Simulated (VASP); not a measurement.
# TiAl (P3m1) in VASP: a series of runs, part 2 of 2

VASP 6.6.1. Earlier steps stand in the parts before.

### 4 Single point, PBE (atoms displaced along a vibrational mode, the cell strained)

Input file INCAR:

```
SYSTEM = TiAl
PREC = Accurate ; ENCUT = 520
EDIFF = 1E-7 ; ISMEAR = 0
SIGMA = 0.15 ; LREAL = .FALSE.
LASPH = .TRUE. ; NELM = 100
ALGO = Fast ; ISIF = 2
LWAVE = .FALSE. ; LCHARG = .FALSE.
GGA = PE ; NBANDS = 14
```

Input file KPOINTS:

```
Automatic mesh
0
G
  18 18 10
  0 0 0
```

Input file POSCAR:

```
TiAl
1.0
    2.8571984850      0.0000000000      0.0000000000
   -1.4285992425      2.4744064717      0.0000000000
    0.0000000000      0.0000000000      4.6099997294
Ti Al
1 1
Direct
    0.0000000000      0.0000000000      0.0225539627
    0.3333333333      0.6666666667      0.4599878068
```

The run is started by

```console
> cat potpaw_PBE.64/Ti_sv/POTCAR potpaw_PBE.64/Al/POTCAR > POTCAR
> mpirun -np 1 vasp_std > vasp.out
```

Wall time 3.5 min (1 thread of AMD EPYC 9R45 (Zen 5), shared host); peak memory 0.25 GiB.

It converged, with:

```yaml
Free_energy: -11.7581 eV
Pressure: 7.0 GPa
Largest_force: 2.382 eV/Å
Band_gap_on_the_k_mesh: zero (an odd number of electrons rules out a gap without spin polarisation)
```

Forces on the atoms (eV/Å):
```
Ti   0.000  0.000 -2.382
Al   0.000  0.000  2.382
```

Stress tensor (GPa, compression positive):
```
 5.45  0.00  0.00
 0.00  5.45  0.00
 0.00  0.00 10.07
```

Levels at points of the mesh, in eV from the Fermi level:
```csv
k point,band 6,band 7,band 8,band 9,band 10,band 11
"(0.00, 0.00, 0.00)",-2.45,-1.48,1.24,1.24,2.75,2.75
"(0.50, 0.00, 0.00)",-3.08,-1.28,-1.04,2.02,4.01,4.25
"(0.00, 0.00, 0.50)",-5.22,-0.36,1.25,1.25,2.67,2.67
"(0.50, 0.00, 0.50)",-2.63,-1.67,0.63,1.10,1.82,3.10
```

Caveat: the cell differs from its parent crystal (atoms displaced along a vibrational mode, the cell strained); the cell stands under pressure; forces of over 1 eV/Å act on the atoms, so gaps and moduli don't describe the material at rest.

### 5 Single point, PBE (atoms displaced along a vibrational mode, the cell strained)

Input file INCAR:

```
SYSTEM = TiAl
PREC = Accurate ; ENCUT = 520
EDIFF = 1E-7 ; ISMEAR = 0
SIGMA = 0.15 ; LREAL = .False.
LASPH = .True. ; NELM = 80
ALGO = Fast ; ISIF = 2
LWAVE = .False. ; LCHARG = .False.
GGA = PE ; NBANDS = 14
```

Input file KPOINTS:

```
Automatic mesh
0
Gamma
  18 18 10
  0 0 0
```

Input file POSCAR:

```
TiAl
1.0
    2.8571984850      0.0000000000      0.0000000000
   -1.4285992425      2.4744064717      0.0000000000
    0.0000000000      0.0000000000      4.6099997294
Ti Al
1 1
Direct
    0.0000000000      0.0000000000      0.0150359751
    0.3333333333      0.6666666667      0.4733252045
```

Potentials or basis: VASP PAW PBE potentials, release 64 (Ti_sv, Al).

The run is started by

```console
> cat potpaw_PBE.64/Ti_sv/POTCAR potpaw_PBE.64/Al/POTCAR > POTCAR
> mpirun -np 1 vasp_std > vasp.out
```

OUTCAR:

```text
SYSTEM = TiAl
   PREC = Accurate
   ENCUT = 520
   EDIFF = 1E-7
   ISMEAR = 0
   LREAL = .False.
   LASPH = .True.
   NELM = 80
   ISIF = 2
   GGA = PE

 ion  position               nearest neighbor table
   1  0.000  0.000  0.015-   2 2.68   2 2.68   2 2.68   2 2.99   2 2.99   2 2.99
   2  0.333  0.667  0.473-   1 2.68   1 2.68   1 2.68   1 2.99   1 2.99   1 2.99

  LATTYP: Found a hexagonal cell.
 ALAT       =     2.8571984850
 C/A-ratio  =     1.6134684915

  Lattice vectors:

 A1 = (   2.8571984850,   0.0000000000,   0.0000000000)
 A2 = (  -1.4285992425,   2.4744064717,   0.0000000000)
 A3 = (   0.0000000000,   0.0000000000,   4.6099997294)

Analysis of symmetry for initial positions (statically):
=====================================================================
 Subroutine PRICEL returns:
 Original cell was already a primitive cell.

 Routine SETGRP: Setting up the symmetry group for a
 hexagonal supercell.

 Subroutine GETGRP returns: Found  6 space group operations
 (whereof  6 operations were pure point group operations)
 out of a pool of 24 trial point group operations.

The static configuration has the point symmetry C_3v.

[... 176 lines left out ...]
      6       5.7007      2.00000
      7       6.4476      2.00000
      8       9.3400      0.00000
      9       9.3400      0.00000
     10      10.8505      0.00000
     11      10.8505      0.00000
     12      12.1993      0.00000
     13      21.0511      0.00000
     14      21.0515      0.00000
[... 377 lines left out ...]
      1     -48.2987      2.00000
      2     -24.8582      2.00000
      3     -24.6237      2.00000
      4     -24.4756      2.00000
      5       3.7832      2.00000
      6       5.9229      2.00000
      7       6.7881      2.00000
      8       7.2834      2.00000
      9       9.6353      0.00000
     10      11.2158      0.00000
     11      12.2259      0.00000
     12      12.8699      0.00000
     13      13.7449      0.00000
     14      14.6527      0.00000

 [... further k-points ...]

------------------------ aborting loop because EDIFF is reached ----------------------------------------

  FORCE on cell =-STRESS in cart. coord.  units (eV):
  Direction    XX          YY          ZZ          XY          YZ          ZX
  --------------------------------------------------------------------------------------
  -------------------------------------------------------------------------------------
  Total        0.7820653      0.7820653      1.2555303      0.0000000      0.0000000     -0.0000000
  in kB       38.4451198     38.4451198     61.7199285      0.0000000      0.0000000     -0.0000000
  external PRESSURE =      46.2033894 kB  Pullay stress =       0.0000000 kB

 VOLUME and BASIS-vectors are now :
 -----------------------------------------------------------------------------
  energy-cutoff  :      520.00
  volume of cell :       32.59
      direct lattice vectors                 reciprocal lattice vectors
     2.857198485  0.000000000  0.000000000     0.349993186  0.202068660  0.000000000
    -1.428599243  2.474406472  0.000000000     0.000000000  0.404137320  0.000000000
     0.000000000  0.000000000  4.609999729     0.000000000  0.000000000  0.216919752

 POSITION                                       TOTAL-FORCE (eV/Angst)
 -----------------------------------------------------------------------------------
      0.00000      0.00000      0.06932         0.000000     -0.000000     -1.535007
     -0.00000      1.64960      2.18203        -0.000000      0.000000      1.535007
 -----------------------------------------------------------------------------------
    total drift:                                0.000000     -0.000000     -0.000579

  FREE ENERGIE OF THE ION-ELECTRON SYSTEM (eV)
  ---------------------------------------------------
  free  energy   TOTEN  =       -11.9457771200 eV

  energy  without entropy=      -11.9166982388  energy(sigma->0) =      -11.93123768
```

OSZICAR:

```text
N       E                     dE             d eps       ncg     rms          rms(c)
DAV:   1     0.998124560937E+02    0.99812E+02   -0.68949E+03  9240   0.110E+03
DAV:   2    -0.726637150179E+01   -0.10708E+03   -0.10279E+03  9546   0.305E+02
DAV:   3    -0.132962441263E+02   -0.60299E+01   -0.59001E+01 14432   0.672E+01
[... 27 lines left out ...]
RMM:  31    -0.119457766654E+02   -0.13692E-06   -0.27233E-06 11768   0.858E-03    0.314E-03
RMM:  32    -0.119457768125E+02   -0.14707E-06   -0.22921E-06 11119   0.750E-03    0.175E-03
RMM:  33    -0.119457769369E+02   -0.12437E-06   -0.14551E-06  9893   0.590E-03    0.152E-03
RMM:  34    -0.119457770414E+02   -0.10447E-06   -0.12352E-06  9701   0.516E-03    0.119E-03
RMM:  35    -0.119457771200E+02   -0.78615E-07   -0.80800E-07  8879   0.430E-03
   1 F= -.11945777E+02 E0= -.11931238E+02  d E =-.290789E-01
```

stdout:

```text
POSCAR found type information on POSCAR TiAl
 POSCAR found :  2 types and       2 ions
 scaLAPACK will be used
 LDA part: xc-table for (Slater+PW92), standard interpolation
 POSCAR, INCAR and KPOINTS ok, starting setup
 FFT: planning ... GRIDC
 FFT: planning ... GRID_SOFT
 FFT: planning ... GRID
[... 37 lines left out ...]
WARNING in EDDRMM: call to ZHEGV failed, returncode =   6  3      6
WARNING in EDDRMM: call to ZHEGV failed, returncode =   6  3     11
WARNING in EDDRMM: call to ZHEGV failed, returncode =   6  3      6
WARNING in EDDRMM: call to ZHEGV failed, returncode =   8  4      4
WARNING in EDDRMM: call to ZHEGV failed, returncode =   6  3     13
WARNING in EDDRMM: call to ZHEGV failed, returncode =   8  4      5
WARNING in EDDRMM: call to ZHEGV failed, returncode =   6  3     10
WARNING in EDDRMM: call to ZHEGV failed, returncode =   6  3      5
 num prob WARNING in EDDRMM: call to ZHEGV failed, returncode =   6  3      7
```

Run time: 4.5 min. Hardware: 1 thread of AMD EPYC 9R45 (Zen 5), shared host; peak memory 0.24 GiB.

Results:

| Property | Result |
| --- | --- |
| Free energy | -11.9458 eV |
| Pressure | 4.6 GPa |
| Largest force | 1.535 eV/Å |
| Band gap on the k mesh | zero (an odd number of electrons rules out a gap without spin polarisation) |

Forces in eV/Å, atoms in the order of the input:
```
Ti   0.000  0.000 -1.535
Al   0.000  0.000  1.535
```

Caveat: the cell differs from its parent crystal (atoms displaced along a vibrational mode, the cell strained); the cell stands under pressure; forces of over 1 eV/Å act on the atoms, so gaps and moduli don't describe the material at rest.

### 6 Single point, PBE (atoms displaced along a vibrational mode)

Input file INCAR:

```
SYSTEM = TiAl
ALGO = Fast
EDIFF = 1E-6
ENCUT = 520
GGA = PE
ISIF = 2
ISMEAR = 0
LASPH = .TRUE.
LCHARG = .FALSE.
LREAL = .FALSE.
LWAVE = .FALSE.
NBANDS = 14
NELM = 60
PREC = Accurate
SIGMA = 0.15
```

Input file KPOINTS:

```
k-points
0
G
  18 18 10
  0 0 0
```

Input file POSCAR:

```
TiAl
1.0
    2.8811117122      0.0000000000      0.0000000000
   -1.4405558561      2.4951159339      0.0000000000
    0.0000000000      0.0000000000      4.6485829680
Ti Al
1 1
Direct
    0.0000000000      0.0000000000      0.0225539627
    0.3333333333      0.6666666667      0.4599878068
```

Potentials or basis: VASP PAW PBE potentials, release 64 (Ti_sv, Al).

The run is started by

```console
> cat potpaw_PBE.64/Ti_sv/POTCAR potpaw_PBE.64/Al/POTCAR > POTCAR
> mpirun -np 1 vasp_std > vasp.out
```

Wall time 3.6 min (1 thread of AMD EPYC 9R45 (Zen 5), shared host); peak memory 0.24 GiB.

Results (log left out):

| Quantity | Value |
| --- | --- |
| Free energy | -11.7867 eV |
| Pressure | 3.9 GPa |
| Largest force | 2.213 eV/Å |
| Band gap on the k mesh | zero (an odd number of electrons rules out a gap without spin polarisation) |

Forces in eV/Å, atoms in the order of the input:
```
Ti   0.000  0.000 -2.213
Al   0.000  0.000  2.213
```

Stress tensor (GPa, compression positive):
```
2.60 0.00 0.00
0.00 2.60 0.00
0.00 0.00 6.61
```

Levels at points of the mesh, in eV from the Fermi level:
```
           k point  band 6  band 7  band 8  band 9  band 10  band 11
(0.00, 0.00, 0.00)   -2.42   -1.47    1.21    1.21     2.67     2.67
(0.50, 0.00, 0.00)   -3.07   -1.24   -1.00    1.97     3.88     4.11
(0.00, 0.00, 0.50)   -5.16   -0.34    1.23    1.23     2.59     2.59
(0.50, 0.00, 0.50)   -2.60   -1.63    0.59    1.08     1.77     3.00
```

Caveat: the cell differs from its parent crystal (atoms displaced along a vibrational mode); the cell stands under pressure; forces of over 1 eV/Å act on the atoms, so gaps and moduli don't describe the material at rest.

### 7 Overview

| cell | further INCAR settings | gap on the mesh (eV) | pressure (GPa) | largest force (eV/Å) |
| --- | --- | --- | --- | --- |
| a = 2.833, b = 2.833, c = 4.571 Å, angles 90.0, 90.0, 120.0°, 2 atoms, atomic positions A | ALGO = Fast; EDIFF = 1e-06; NBANDS = 14 | none | 10.3 | 2.56 |
| a = 2.833, b = 2.833, c = 4.571 Å, angles 90.0, 90.0, 120.0°, 2 atoms, atomic positions B | ALGO = Fast; EDIFF = 1e-06; NBANDS = 14 | none | 7.8 | 1.65 |
| a = 2.857, b = 2.857, c = 4.610 Å, angles 90.0, 90.0, 120.0°, 2 atoms, atomic positions A | ALGO = Fast; EDIFF = 1e-07; NBANDS = 14 | none | 7.0 | 2.38 |
| a = 2.857, b = 2.857, c = 4.610 Å, angles 90.0, 90.0, 120.0°, 2 atoms, atomic positions B | ALGO = Fast; EDIFF = 1e-07; NBANDS = 14 | none | 4.6 | 1.54 |
| a = 2.881, b = 2.881, c = 4.649 Å, angles 90.0, 90.0, 120.0°, 2 atoms, atomic positions A | ALGO = Fast; EDIFF = 1e-06; NBANDS = 14 | none | 3.9 | 2.21 |

Alike in all rows: task single point; level PBE; potentials or basis VASP PAW PBE potentials, release 64 (Ti_sv, Al); no spin polarisation; k mesh 18 × 18 × 10; cutoff (eV) 520; smearing gaussian 0.15 eV.

Caveats: forces of over 1 eV/Å act on the atoms, so gaps and moduli don't describe the material at rest; the cell stands under pressure (at least some runs); the stress differs along the axes, from 9 to 14 GPa (at least some runs).

Absolute energies hang on the potentials; compare differences alone.
